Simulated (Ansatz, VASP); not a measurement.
**HfO2 in VASP and in Ansatz**

```xyz
3
Lattice="0.0000 2.5488 2.5488 2.5488 0.0000 2.5488 2.5488 2.5488 0.0000" Properties=species:S:1:pos:R:3 pbc="T T T"
Hf    0.0000    0.0000    0.0000
O     1.2744    1.2744    1.2744
O     3.8232    3.8232    3.8232
```

Alike in both runs: functional PBE; k mesh 8 × 8 × 8; occupations gaussian, width 0.02 eV; no spin polarisation.

Ansatz relaxed the structure, and its values are those at the end. VASP's run is a single point on that final structure, the one shown.

```csv
,VASP,Ansatz
version,VASP 6.6.1,Ansatz 0.2.0
potentials or method,"VASP PAW PBE potentials, release 64 (Hf_pv, O), cutoff 520 eV","scalar-relativistic, plane waves, PAW"
valence electrons in the cell,22,38
```

Ansatz gave:

```
gap on the k mesh at the Fermi level (eV) : 3.75
least direct gap on the mesh (eV)         : 3.75
pressure (GPa)                            : 0.0
```

Q: Which values does VASP return?

A: gap on the k mesh at the Fermi level (eV): 3.76; least direct gap on the mesh (eV): 3.76; pressure (GPa): -3.6.

With one functional, cell and mesh, what is left measures potentials, basis and numerics. VASP's potentials hold 22 valence electrons a cell and Ansatz's 38, so a difference there can come from the potentials and not from the codes.

Neither program's run includes spin-orbit coupling.
